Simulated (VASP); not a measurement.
Write the native input for VASP 6.6.1 that does the following.

```
Task                   : relaxation of cell and atoms
Functional             : PBE
Potentials or basis    : VASP PAW PBE potentials, release 64 (K_sv, Pd)
Cutoff                 : 600 eV
k mesh                 : 4 × 4 × 4
Occupations            : gaussian, width 0.1 eV
Spin                   : no spin polarisation
Dipole correction      : no
Further INCAR settings : ALGO = Normal; EDIFF = 1e-06; IBRION = 2; EDIFFG = -0.04; NSW = 90; ISIF = 3
```

The structure of KPd lies in POSCAR:

```
KPd
1.0
    2.2388409257     -5.6805996138      0.0000000000
    2.2388409257      5.6805996138      0.0000000000
    0.0000000000      0.0000000000      4.3362930908
K Pd
2 2
Direct
    0.8620000000      0.1380000000      0.7500000000
    0.1380000000      0.8620000000      0.2500000000
    0.5830000000      0.4170000000      0.7500000000
    0.4170000000      0.5830000000      0.2500000000
```

One way to write it, as run:

INCAR

```
PREC = Accurate ; ENCUT = 600
EDIFF = 1E-6 ; ISMEAR = 0
SIGMA = 0.1 ; LREAL = False
LASPH = True ; NELM = 80
ALGO = Normal ; ISIF = 3
LWAVE = False ; LCHARG = False
GGA = PE ; IBRION = 2
NSW = 90 ; EDIFFG = -0.04
```

KPOINTS

```
regular mesh
0
Gamma
  4 4 4
```

Potentials or basis: VASP PAW PBE potentials, release 64 (K_sv, Pd).

Command:

```bash
$ cat potpaw_PBE.64/K_sv/POTCAR potpaw_PBE.64/Pd/POTCAR > POTCAR
$ mpirun -np 1 vasp_std > vasp.out
```

Results of the run:

| Property | Result |
| --- | --- |
| Relaxed volume | 32.67 Å³/atom |
| Relaxed cell | a = 6.064 Å, b = 6.064 Å, c = 4.659 Å, α = 90.00°, β = 90.00°, γ = 130.28° |
| Space group after relaxing (to 0.1 Å) | Cmcm (No. 63) |
| Energy gained by relaxing | 157.7 meV/atom |
| Ionic steps | 16 |
| Pressure after relaxing | 0.0 GPa |
| Largest force after relaxing | 0.030 eV/Å |
| Band gap on the k mesh | zero (bands 19 and 20 overlap by 0.57 eV) |

Caveat: the k points lie up to 0.34 Å⁻¹ apart in the final cell, too coarse for converged energies and pressures of a metal; the volume moved by over 15 % at a fixed basis, so the end points are rough.

Run time: 16 min on 1 thread of Oxide Virtual Turin-like Processor, with other jobs on the host, peak memory 0.3 GiB.
